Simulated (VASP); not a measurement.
Write the native input for VASP 6.6.1 that does the following.

| Item | Value |
| --- | --- |
| Task | electric field gradients |
| Functional | LDA |
| Potentials or basis | VASP PAW LDA potentials, release 64 (Ti_sv, Hg_sv_GW) |
| Cutoff | 410 eV |
| k mesh | 14 × 14 × 10 |
| Occupations | fermi-dirac, width 0.08 eV |
| Spin | no spin polarisation |
| Dipole correction | no |
| Further INCAR settings | ALGO = Normal; EDIFF = 1e-08; NBANDS = 23 |

The structure of TiHg lies in POSCAR:

```
TiHg
1.0
    2.9475746011      0.0000000000      0.0000000000
    0.0000000000      2.9475746011      0.0000000000
    0.0000000000      0.0000000000      3.9585074653
Ti Hg
1 1
Direct
    0.5000000000      0.5000000000      0.5000000000
    0.0000000000      0.0000000000      0.0000000000
```

The input as run:

INCAR

```
SYSTEM = TiHg
PREC     = Accurate       ! precision mode
ENCUT    = 410            ! plane-wave cutoff, eV
EDIFF    = 1E-8           ! SCF threshold, eV
ISMEAR   = -1             ! smearing method
SIGMA    = 0.08           ! smearing width, eV
LREAL    = .False.        ! projectors in reciprocal space
LASPH    = .True.         ! aspherical terms in the spheres
NELM     = 120            ! most SCF steps
ALGO     = Normal         ! electronic algorithm
ISIF     = 2              ! what is computed and relaxed
LWAVE    = .False.        ! write WAVECAR
LCHARG   = .False.        ! write CHGCAR
LEFG     = .True.       
NBANDS   = 23             ! bands
GGA_COMPAT= .False.
```

KPOINTS

```
Automatic mesh
0
Gamma
  14 14 10
  0 0 0
```

Potentials or basis: VASP PAW LDA potentials, release 64 (Ti_sv, Hg_sv_GW).

Command:

```sh
$ cat potpaw_LDA.64/Ti_sv/POTCAR potpaw_LDA.64/Hg_sv_GW/POTCAR > POTCAR
$ mpirun -np 1 vasp_std > vasp.out
```

Results of the run:

- Pressure: -1.0 GPa
- Band gap on the k mesh: zero (bands 16 and 17 overlap by 1.25 eV)
- Largest electric field gradient by atom: Ti +24.7; Hg -235.5 V/Å²

Caveat: without QUAD_EFG the Cq values of the log hold for a quadrupole moment of 1 mb, not for the nuclei; spin-orbit coupling is left out, which moves the levels of the heavy elements.

It took 110 s on 1 thread of AMD EPYC 7R43 64-Core Processor (Zen 3), on a shared host, peak memory 0.21 GiB.
